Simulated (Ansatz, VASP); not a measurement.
# Two plane-wave programs on BN

```
B N
1.0
     4.53020    0.00000    0.00000
     0.00000    4.53020    0.00000
     0.00000    0.00000    2.30960
B N
4 4
Cartesian
  0.7889 3.7413 1.1548
  1.4762 1.4762 0.0000
  3.0540 3.0540 0.0000
  3.7413 0.7889 1.1548
  3.6803 3.6803 1.1548
  1.4152 3.1150 0.0000
  3.1150 1.4152 0.0000
  0.8499 0.8499 1.1548
```

Alike in both runs: task single point; functional PBEsol; k mesh 6 × 6 × 10; occupations gaussian, width 0.05 eV; no spin polarisation.

```csv
,VASP,Ansatz
version,VASP 6.6.1,Ansatz 0.2.0
potentials or method,"VASP PAW PBE potentials, release 64 (B, N), cutoff 520 eV","scalar-relativistic, plane waves, PAW"
valence electrons in the cell,32,32
```

```tsv
	VASP	Ansatz	Ansatz less VASP
gap on the k mesh at the Fermi level (eV)	4.04	4.06	+0.014
least direct gap on the mesh (eV)	5.52	5.52	+0.005
pressure (GPa)	24.6	23.8	-0.83
traceless stress, the component that is largest in VASP (GPa)	84.57	83.92	-0.653
rms of the force components (eV/Å)	0.578	0.555	-0.0232
```

VASP's potentials were made for PBE, not for PBEsol, and Ansatz warns of the same on its side. Atom by atom the forces differ by 0.025 eV/Å (rms over components).
